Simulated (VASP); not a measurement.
Write the native input for VASP 6.6.1 that does the following.

* Task: single point
* Functional: PBEsol
* Potentials or basis: VASP PAW PBE potentials, release 64 (Hf_pv)
* Cutoff: 520 eV
* k mesh: 16 × 16 × 16
* Occupations: fermi-dirac, width 0.08 eV
* Spin: no spin polarisation
* Dipole correction: no
* Further INCAR settings: ALGO = Normal; EDIFF = 1e-06; NBANDS = 11

The structure of Hf lies in POSCAR:

```
Hf
1.0
   -1.8050000000      1.8050000000      1.7869500000
    1.8050000000     -1.8050000000      1.7869500000
    1.8050000000      1.8050000000     -1.7869500000
Hf
1
Direct
    0.0000000000      0.0000000000      0.0000000000
```

This isn't the form of Hf at room conditions, which is hcp.

This cell differs from its parent crystal: zz strain of -1 %.

One way to write it, as run:

INCAR

```
SYSTEM = Hf
  ALGO = Normal
  EDIFF = 1E-6
  ENCUT = 520
  GGA = PS
  ISIF = 2
  ISMEAR = -1
  LASPH = .True.
  LCHARG = .True.
  LELF = .True.
  LREAL = .False.
  LVHAR = .True.
  LWAVE = .False.
  NBANDS = 11
  NELM = 100
  PREC = Accurate
  SIGMA = 0.08
```

KPOINTS

```
k-points
0
Gamma
  16 16 16
  0 0 0
```

Potentials or basis: VASP PAW PBE potentials, release 64 (Hf_pv).

The run is started by

```console
$ cat potpaw_PBE.64/Hf_pv/POTCAR > POTCAR
$ mpirun -np 1 vasp_std > vasp.out
```

Results of the run:

```yaml
Pressure: -8.4 GPa
Band_gap_on_the_k_mesh: zero (bands 5 and 6 overlap by 2.17 eV)
```

Caveat: the cell differs from its parent crystal (zz strain of -1 %); the cell stands under tension; the PAW data sets were made with another functional, which shifts forces and pressure a little; spin-orbit coupling is left out, which moves the levels of the heavy elements.

It took 29 s on 1 thread of Intel(R) Xeon(R) 6975P-C (Granite Rapids) (shared host), peak memory 0.21 GiB.
